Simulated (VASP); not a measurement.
# HfH2 (I4/mmm) in VASP: further runs

Runs on HfH2. Level: PBEsol. Tasks: single point, relaxation of shape and atoms at fixed volume.

Program: VASP 6.6.1. These are calculated values, not measurements. Logs are shortened: lines on timing, memory, paths and dates and some standing lists are left out, and cuts for length are marked.

## (1) The cell of the first run

Symmetry: I4/mmm, No. 139, tetragonal system. Conventional cell: a = 3.478 Å, b = 3.478 Å, c = 4.361 Å, α = 90.00°, β = 90.00°, γ = 90.00°. Hf (site symmetry 4/mmm) has 8 H at 2.05 Å within 2.7 Å. Within 2.7 Å of H (site symmetry -4m2) lie 4 Hf at 2.05 Å and 6 H at 2.18 to 2.46 Å.

## (2) Single point, PBEsol

Contents of INCAR:

```
SYSTEM = HfH2
PREC = Accurate
ENCUT = 520
EDIFF = 1E-6
ISMEAR = 0
SIGMA = 0.1
LREAL = .FALSE.
LASPH = .TRUE.
NELM = 100
ALGO = Normal
ISIF = 2
LWAVE = .FALSE.
LCHARG = .FALSE.
GGA = PS
NBANDS = 13
```

Contents of KPOINTS:

```
Automatic mesh
0
G
  16 16 16
  0 0 0
```

Contents of POSCAR:

```
HfH2
1.0
   -1.7390000000      1.7390000000      2.1805000000
    1.7390000000     -1.7390000000      2.1805000000
    1.7390000000      1.7390000000     -2.1805000000
Hf H
1 2
Direct
    0.0000000000      0.0000000000      0.0000000000
    0.7500000000      0.2500000000      0.5000000000
    0.2500000000      0.7500000000      0.5000000000
```

Potentials or basis: VASP PAW PBE potentials, release 64 (Hf_pv, H).

Started as:

```bash
$ cat potpaw_PBE.64/Hf_pv/POTCAR potpaw_PBE.64/H/POTCAR > POTCAR
$ mpirun -np 1 vasp_std > vasp.out
```

OUTCAR:

```text
SYSTEM = HfH2
   PREC = Accurate
   ENCUT = 520
   EDIFF = 1E-6
   ISMEAR = 0
   LREAL = .FALSE.
   LASPH = .TRUE.
   NELM = 100
   ISIF = 2
   GGA = PS

 ion  position               nearest neighbor table
   1  0.000  0.000  0.000-   2 2.05   3 2.05   2 2.05   3 2.05   2 2.05   3 2.05   2 2.05   3 2.05

   2  0.750  0.250  0.500-   1 2.05   1 2.05   1 2.05   1 2.05
   3  0.250  0.750  0.500-   1 2.05   1 2.05   1 2.05   1 2.05

  LATTYP: Found a body centered tetragonal cell.
 ALAT       =     3.4780000000
 C/A-ratio  =     1.2538815411

  Lattice vectors:

 A1 = (  -1.7390000000,   1.7390000000,   2.1805000000)
 A2 = (   1.7390000000,  -1.7390000000,   2.1805000000)
 A3 = (   1.7390000000,   1.7390000000,  -2.1805000000)

Analysis of symmetry for initial positions (statically):
=====================================================================
 Subroutine PRICEL returns:
 Original cell was already a primitive cell.

 Routine SETGRP: Setting up the symmetry group for a
 body centered tetragonal supercell.

 Subroutine GETGRP returns: Found 16 space group operations
 (whereof 16 operations were pure point group operations)
 out of a pool of 16 trial point group operations.

The static configuration has the point symmetry D_4h.

Analysis of symmetry for dynamics (positions and initial velocities):
=====================================================================
 Subroutine PRICEL returns:
 Original cell was already a primitive cell.

 Routine SETGRP: Setting up the symmetry group for a
 body centered tetragonal supercell.

 Subroutine GETGRP returns: Found 16 space group operations
 (whereof 16 operations were pure point group operations)
 out of a pool of 16 trial point group operations.

The dynamic configuration has the point symmetry D_4h.

 Subroutine INISYM returns: Found 16 space group operations
 (whereof 16 operations are pure point group operations),
 and found     1 'primitive' translations

----------------------------------------------------------------------------------------

                                     Primitive cell

  volume of cell :      26.3764

  direct lattice vectors                    reciprocal lattice vectors
    -1.739000000  1.739000000  2.180500000     0.000000000  0.287521564  0.229305205
     1.739000000 -1.739000000  2.180500000     0.287521564  0.000000000  0.229305205
     1.739000000  1.739000000 -2.180500000     0.287521564  0.287521564  0.000000000

  length of vectors
     3.286764709  3.286764709  3.286764709     0.367762868  0.367762868  0.406616895

  position of ions in fractional coordinates (direct lattice)
     0.000000000  0.000000000  0.000000000
     0.750000000  0.250000000  0.500000000
     0.250000000  0.750000000  0.500000000

  ion indices of the primitive-cell ions
   primitive index   ion index
                 1           1
                 2           2
                 3           3

----------------------------------------------------------------------------------------

 KPOINTS: Automatic mesh

Automatic generation of k-mesh.
 Grid dimensions read from file:
 generate k-points for:   16   16   16

 Generating k-lattice:

  Cartesian coordinates                     Fractional coordinates (reciprocal lattice)
     0.000000000  0.017970098  0.014331575     0.062500000  0.000000000  0.000000000
     0.017970098  0.000000000  0.014331575     0.000000000  0.062500000  0.000000000
     0.017970098  0.017970098  0.000000000     0.000000000  0.000000000  0.062500000

  Length of vectors
     0.022985179  0.022985179  0.025413556

  Shift w.r.t. Gamma in fractional coordinates (k-lattice)
     0.000000000  0.000000000  0.000000000

 Subroutine IBZKPT returns following result:
 ===========================================

 Found    349 irreducible k-points:

 Following reciprocal coordinates:
            Coordinates               Weight
  0.000000  0.000000  0.000000      1.000000
  0.062500  0.000000  0.000000      8.000000
  0.125000  0.000000  0.000000      8.000000
  0.187500  0.000000  0.000000      8.000000
  0.250000  0.000000  0.000000      8.000000
  0.312500  0.000000  0.000000      8.000000
[... 16 lines left out ...]
 -0.125000  0.062500  0.000000     16.000000
 -0.062500  0.062500  0.000000      4.000000
 [... further k-points ...]
   k-points           NKPTS =    349   k-points in BZ     NKDIM =    349   number of bands    NBANDS=     13
   number of dos      NEDOS =    301   number of ions     NIONS =      3
   total plane-waves  NPLWV =  13824
   dimension x,y,z NGX =    24 NGY =   24 NGZ =   24
   dimension x,y,z NGXF=    48 NGYF=   48 NGZF=   48
   ions per type =               1   2
   NGX,Y,Z   is equivalent  to a cutoff of  12.14, 12.14, 12.14 a.u.
   NGXF,Y,Z  is equivalent  to a cutoff of  24.28, 24.28, 24.28 a.u.
 SYSTEM =  HfH2
   PREC   = accura    normal or accurate (medium, high low for compatibility)
   ISTART =      0    job   : 0-new  1-cont  2-samecut
   ICHARG =      2    charge: 1-file 2-atom 10-const
   ISPIN  =      1    spin polarized calculation?
   LNONCOLLINEAR =      F non collinear calculations
   LSORBIT =      F    spin-orbit coupling
   LASPH  =      T    aspherical Exc in radial PAW
   ENCUT  =  520.0 eV  38.22 Ry    6.18 a.u.   6.11  6.11  6.11*2*pi/ulx,y,z
   NELM   =    100;   NELMIN=  2; NELMDL= -5     # of ELM steps
   EDIFF  = 0.1E-05   stopping-criterion for ELM
   LREAL  =      F    real-space projection
   EDIFFG = 0.1E-04   stopping-criterion for IOM
   NSW    =      0    number of steps for IOM
   IBRION =     -1    ionic relax: 0-MD 1-quasi-New 2-CG
   NFREE  =      0    steps in history (QN), initial steepest desc. (CG)
   ISIF   =      2    stress and relaxation
   ISYM   =      2    0-nonsym 1-usesym 2-fastsym
   POTIM  = 0.5000    time-step for ionic-motion
   TEBEG  =    0.0;   TEEND  =   0.0 temperature during run
   PSTRESS=    0.0 pullay stress
   NELECT =      12.0000    total number of electrons
   NUPDOWN=      -1.0000    fix difference up-down
   EMIN   =  10.00;   EMAX   =-10.00  energy-range for DOS
   EFERMI =   0.00;   METHOD = LEGACY
   ISMEAR =     0;   SIGMA  =   0.10  broadening in eV -4-tet -1-fermi 0-gaus
   EFERMI_NEDOS =   21; number of points for ismear=-14 and -15
   IALGO  =     38    algorithm
   IMIX   =      4    mixing-type and parameters
     AMIX     =   0.40;   BMIX     =  1.00
     AMIX_MAG =   1.60;   BMIX_MAG =  1.00
  volume/ion in A,a.u.               =       8.79        59.33
  Fermi-wavevector in a.u.,A,eV,Ry     =   1.259109  2.379372 21.570088  1.585357
  Thomas-Fermi vector in A             =   2.392686
   LORBIT       =      0    0 simple, 1 ext, 2 COOP (PROOUT), +10 PAW based schemes
   GGA     = PS    functional components
   LHFCALC =     F    Hartree Fock is set to
   AEXX    =    0.0000 exact exchange contribution
   IVDW    =     0    specifies the selected vdW correction
   LEPSILON=     F    determine dielectric tensor
   LRPA    =     F    only Hartree local field effects (RPA)
 non-spin polarized calculation
 Gauss-broadening in eV      SIGMA  =   0.10
  energy-cutoff  :      520.00
  volume of cell :       26.38
 maximum number of plane-waves:       740
   NGX = 13   NGY = 13   NGZ = 13

 number of electron      12.0000000 magnetization

 Free energy of the ion-electron system (eV)
  ---------------------------------------------------
  ext. energy  EPLUGINS =         0.00000000
  ---------------------------------------------------
  free energy    TOTEN  =       -18.77087991 eV

  energy without entropy =      -18.76848099  energy(sigma->0) =      -18.76968045

 E-fermi :   5.2507     XC(G=0): -11.5304

 val. band max:        5.2216315770   @ k =  -0.1250  -0.2500   0.1250
 cond. band min:       5.2675706732   @ k =  -0.1250   0.1875   0.1250
 fundamental gap:      0.0459390962
 Fermi energy:         5.2507463935

 k-point     1 :       0.0000    0.0000    0.0000
  band No.  band energies     occupation
      1     -25.7043      2.00000
      2     -25.7043      2.00000
      3     -25.6461      2.00000
      4      -6.0348      2.00000
      5       3.9802      2.00000
      6       4.7473      2.00000
      7       4.7473      2.00000
      8       5.5313      0.00007
      9       7.0747      0.00000
     10       8.4124      0.00000
     11      16.6106      0.00000
     12      17.0540      0.00000
     13      17.0540      0.00000

 k-point     2 :       0.0625    0.0000    0.0000
  band No.  band energies     occupation
      1     -25.7202      2.00000
      2     -25.7087      2.00000
      3     -25.6544      2.00000
      4      -5.9265      2.00000
      5       3.1587      2.00000
      6       4.7975      2.00000
      7       5.1606      1.79770
      8       6.1222      0.00000
      9       7.0399      0.00000
     10       8.3331      0.00000
     11      15.7997      0.00000
     12      17.2858      0.00000
     13      17.6540      0.00000

 k-point     3 :       0.1250    0.0000    0.0000
  band No.  band energies     occupation
      1     -25.7765      2.00000
      2     -25.7213      2.00000
      3     -25.6665      2.00000
      4      -5.6128      2.00000
      5       2.1322      2.00000
      6       4.9098      2.00000
      7       5.4102      0.02414
      8       6.9987      0.00000
      9       7.3802      0.00000
     10       8.1786      0.00000
     11      14.7822      0.00000
     12      17.6613      0.00000
     13      17.9492      0.00000

 k-point     4 :       0.1875    0.0000    0.0000
  band No.  band energies     occupation
      1     -25.8684      2.00000
      2     -25.7401      2.00000
      3     -25.6754      2.00000
      4      -5.1295      2.00000
      5       1.2511      2.00000
      6       4.9747      1.99991
      7       5.6639      0.00000
      8       7.1151      0.00000
      9       7.8420      0.00000
     10       8.8850      0.00000
     11      13.9434      0.00000
     12      17.6196      0.00000
     13      18.1805      0.00000

 k-point     5 :       0.2500    0.0000    0.0000
  band No.  band energies     occupation
      1     -25.9771      2.00000
      2     -25.7621      2.00000
      3     -25.6830      2.00000
      4      -4.5413      2.00000
      5       0.5702      2.00000
      6       4.9035      2.00000
      7       5.8664      0.00000
      8       7.5244      0.00000
      9       7.8333      0.00000
     10       9.9306      0.00000
     11      13.5743      0.00000
     12      16.2892      0.00000
     13      17.6980      0.00000
[... 257 lines left out ...]
 k-point    22 :      -0.1875    0.0625    0.0000
  band No.  band energies     occupation
      1     -25.8432      2.00000
      2     -25.7328      2.00000
      3     -25.6793      2.00000
      4      -5.2404      2.00000
      5       1.4341      2.00000
      6       5.0734      1.98788
      7       5.7093      0.00000
      8       6.6986      0.00000
      9       7.9808      0.00000
     10       8.5244      0.00000
     11      14.4621      0.00000
     12      17.6329      0.00000
     13      18.0353      0.00000

 k-point    23 :      -0.1250    0.0625    0.0000
  band No.  band energies     occupation
      1     -25.7677      2.00000
      2     -25.7165      2.00000
      3     -25.6665      2.00000
      4      -5.6624      2.00000
      5       2.2429      2.00000
      6       4.9889      1.99979
      7       5.5904      0.00000
      8       6.7582      0.00000
      9       7.0295      0.00000
     10       8.2143      0.00000
     11      15.2176      0.00000
     12      17.5671      0.00000
     13      17.6674      0.00000

 k-point    24 :      -0.0625    0.0625    0.0000
  band No.  band energies     occupation
      1     -25.7274      2.00000
      2     -25.7082      2.00000
      3     -25.6543      2.00000
      4      -5.8997      2.00000
      5       2.9965      2.00000
      6       4.8605      2.00000
      7       5.5941      0.00000
      8       5.8805      0.00000
      9       6.9342      0.00000
     10       8.3119      0.00000
     11      15.8094      0.00000
     12      17.1829      0.00000
     13      17.6657      0.00000

 [... further k-points ...]
[... 5 lines left out ...]
  --------------------------------------------------------------------------------------
  -------------------------------------------------------------------------------------
  Total       -0.8733799     -0.8733799     -1.0607545      0.0000000      0.0000000     -0.0000000
  in kB      -53.0516064    -53.0516064    -64.4332741      0.0000000      0.0000000     -0.0000000
  external PRESSURE =     -56.8454956 kB  Pullay stress =       0.0000000 kB

 VOLUME and BASIS-vectors are now :
 -----------------------------------------------------------------------------
  energy-cutoff  :      520.00
  volume of cell :       26.38
      direct lattice vectors                 reciprocal lattice vectors
    -1.739000000  1.739000000  2.180500000     0.000000000  0.287521564  0.229305205
     1.739000000 -1.739000000  2.180500000     0.287521564  0.000000000  0.229305205
     1.739000000  1.739000000 -2.180500000     0.287521564  0.287521564  0.000000000

 POSITION                                       TOTAL-FORCE (eV/Angst)
 -----------------------------------------------------------------------------------
      0.00000      0.00000      0.00000        -0.000000     -0.000000      0.000000
     -0.00000      1.73900      1.09025         0.000000      0.000000      0.000000
      1.73900     -0.00000      1.09025        -0.000000      0.000000     -0.000000
 -----------------------------------------------------------------------------------
    total drift:                                0.000000      0.000000      0.000000

  FREE ENERGIE OF THE ION-ELECTRON SYSTEM (eV)
  ---------------------------------------------------
  free  energy   TOTEN  =       -18.7708799137 eV

  energy  without entropy=      -18.7684809940  energy(sigma->0) =      -18.76968045
```

Wall time 34 s (1 thread of Intel Xeon 6975P-C (Granite Rapids), shared host); peak memory 0.24 GiB.

What came out:

```
Free energy            : -18.7709 eV
Pressure               : -5.7 GPa
Band gap on the k mesh : zero (band 6 reaches 5.80 eV, above the bottom of band 7 at 4.75 eV)
```

Caveat: the PAW data sets were made with another functional, which shifts forces and pressure a little; spin-orbit coupling is left out, which moves the levels of the heavy elements.

(Part 1 of 2 ends here.)
